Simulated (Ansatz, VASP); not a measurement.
# Two plane-wave programs on SiNi

```
Ni Si
1.0
     2.72031    0.00000    0.00000
     0.00000    2.72031    0.00000
     0.00000    0.00000    2.72031
Ni Si
1 1
Direct
  0.00000 0.00000 0.00000
  0.50000 0.50000 0.50000
```

Change from the starting cell: volume scaled by 0.88, PAW files.

Alike in both runs: task single point; functional PBE; k mesh 15 × 15 × 15; occupations fermi-dirac, width 0.1 eV; no spin polarisation.

|  | VASP | Ansatz |
| --- | --- | --- |
| version | VASP 6.6.1 | Ansatz 0.2.0 |
| potentials or method | VASP PAW PBE potentials, release 64 (Ni, Si) | PAW with Ansatz's default frozen-core files, scalar-relativistic |
| plane-wave cutoff (eV) | 520 | 420 |
| valence electrons in the cell | 14 | 22 |

Ansatz gave:

- pressure (GPa): 30.1

Task: Estimate VASP's values.

Result: Pressure (GPa): 30.0.

Both programs put the cell under a high pressure, so it lies far from rest at this level. VASP's potentials hold 14 valence electrons a cell and Ansatz's 22, so a difference there can come from the potentials and not from the codes.
